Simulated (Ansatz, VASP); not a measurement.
**Two plane-wave programs on W3O**

```
CELL_PARAMETERS angstrom
4.88450 0.03663 0.00000
0.03663 4.88450 0.00000
0.00000 0.00000 4.88450
ATOMIC_POSITIONS crystal
W 0.50000 0.75000 0.00000
W 0.00000 0.50000 0.75000
W 0.25000 0.00000 0.50000
W 0.50000 0.25000 0.00000
W 0.00000 0.50000 0.25000
W 0.75000 0.00000 0.50000
O 0.50000 0.50000 0.50000
O 0.00000 0.00000 0.00000
```

Change from the starting cell: strain +0.0150 x Voigt [0, 0, 0, 0, 0, 1], atoms carried along.

Alike in both runs: task single point; functional PBE; k mesh 8 × 8 × 8; occupations gaussian, width 0.15 eV; no spin polarisation.

```csv
,VASP,Ansatz
version,VASP 6.6.1,Ansatz 0.2.0
potentials or method,"VASP PAW PBE potentials, release 64 (W_sv, O), cutoff 520 eV","scalar-relativistic, plane waves, PAW"
valence electrons in the cell,96,96
```

```tsv
	VASP	Ansatz	Ansatz less VASP
gap on the k mesh at the Fermi level (eV)	none	none	-
pressure (GPa)	0.8	0.0	-0.77
traceless stress, the component that is largest in VASP (GPa)	-0.16	-0.15	+0.005
rms of the force components (eV/Å)	0.045	0.045	0.0000
```

Atom by atom the forces differ by 0.000 eV/Å (rms over components). A gap of «none» marks a metal or a gap that the smearing closes. With one functional, cell and mesh, what is left measures potentials, basis and numerics.

Spin-orbit coupling is off throughout.
